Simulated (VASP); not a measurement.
Write the native input for VASP 6.6.1 that does the following.

| Quantity | Value |
| --- | --- |
| Task | relaxation of cell and atoms |
| Functional | PBE |
| Potentials or basis | VASP PAW PBE potentials, release 64 (Ca_sv) |
| Cutoff | 600 eV |
| k mesh | 8 × 8 × 8 |
| Occupations | fermi-dirac, width 0.05 eV |
| Spin | no spin polarisation |
| Dipole correction | no |
| Further INCAR settings | ALGO = Normal; EDIFF = 1e-06; IBRION = 2; EDIFFG = -0.02; NSW = 80; ISIF = 3 |

The structure of Ca lies in POSCAR:

```
Ca
1.0
    0.0000000000      2.7942000000      2.7942000000
    2.7942000000      0.0000000000      2.7942000000
    2.7942000000      2.7942000000      0.0000000000
Ca
1
Direct
    0.0000000000      0.0000000000      0.0000000000
```

One way to write it, as run:

INCAR

```
  ALGO = Normal
  EDIFF = 1E-6
  EDIFFG = -0.02
  ENCUT = 600
  GGA = PE
  IBRION = 2
  ISIF = 3
  ISMEAR = -1
  LASPH = True
  LCHARG = False
  LREAL = False
  LWAVE = False
  NELM = 80
  NSW = 80
  PREC = Accurate
  SIGMA = 0.05
```

KPOINTS

```
k-points
0
Gamma
  8 8 8
```

Potentials or basis: VASP PAW PBE potentials, release 64 (Ca_sv).

Launch:

```sh
$ cat potpaw_PBE.64/Ca_sv/POTCAR > POTCAR
$ mpirun -np 1 vasp_std > vasp.out
```

Results of the run:

```yaml
Relaxed_volume: 42.18 Å³/atom
Relaxed_cell: a = 3.907 Å, b = 3.907 Å, c = 3.907 Å, α = 60.00°, β = 60.00°, γ = 60.00°
Space_group_after_relaxing_to_0.1_Å: Fm-3m (No. 225)
Energy_gained_by_relaxing: 2.4 meV/atom
Ionic_steps: 3
Pressure_after_relaxing: 0.0 GPa
Band_gap_on_the_k_mesh: zero (bands 5 and 6 overlap by 0.36 eV)
```

It took 45 s on 1 thread of Intel Xeon 8259CL, on a shared host, peak memory 0.19 GiB.
